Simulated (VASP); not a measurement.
Write the native input for VASP 6.6.1 that does the following.

```yaml
Task: single point
Functional: PBEsol
Potentials_or_basis: VASP PAW PBE potentials, release 64 (P)
Cutoff: 520 eV
k_mesh: 12 × 12 × 12
Occupations: gaussian, width 0.15 eV
Spin: no spin polarisation
Dipole_correction: no
Further_INCAR_settings: ALGO = Normal; EDIFF = 1e-06; NBANDS = 8
```

The structure of P lies in POSCAR:

```
P
1.0
    4.4865501003      0.0000000000      0.0000000000
    0.0000000000      4.4865501003      0.0000000000
    0.0000000000      0.0000000000      4.4874500000
P
1
Direct
    0.0000000000      0.0000000000      0.0000000000
```

This cell differs from its parent crystal: strain +0.050 along x and y, +0.025 along z.

These files were run (other wordings do the same):

INCAR

```
SYSTEM = P
  PREC = Accurate
  ENCUT = 520
  EDIFF = 1E-6
  ISMEAR = 0
  SIGMA = 0.15
  LREAL = .False.
  LASPH = .True.
  NELM = 60
  ALGO = Normal
  ISIF = 2
  LWAVE = .False.
  LCHARG = .True.
  GGA = PS
  LELF = .True.
  LVHAR = .True.
  NBANDS = 8
```

KPOINTS

```
Automatic mesh
0
Gamma
  12 12 12
  0 0 0
```

Potentials or basis: VASP PAW PBE potentials, release 64 (P).

The run is started by

```bash
$ cat potpaw_PBE.64/P/POTCAR > POTCAR
$ mpirun -np 1 vasp_std > vasp.out
```

It gave:

```json
{"Pressure": "-2.9 GPa"}
```

Caveat: the cell differs from its parent crystal (strain +0.050 along x and y, +0.025 along z); the PAW data sets were made with another functional, which shifts forces and pressure a little.

Run time: 2 min on 1 thread of AMD EPYC 7R43 64-Core Processor (Zen 3) (shared host), peak memory 0.23 GiB.
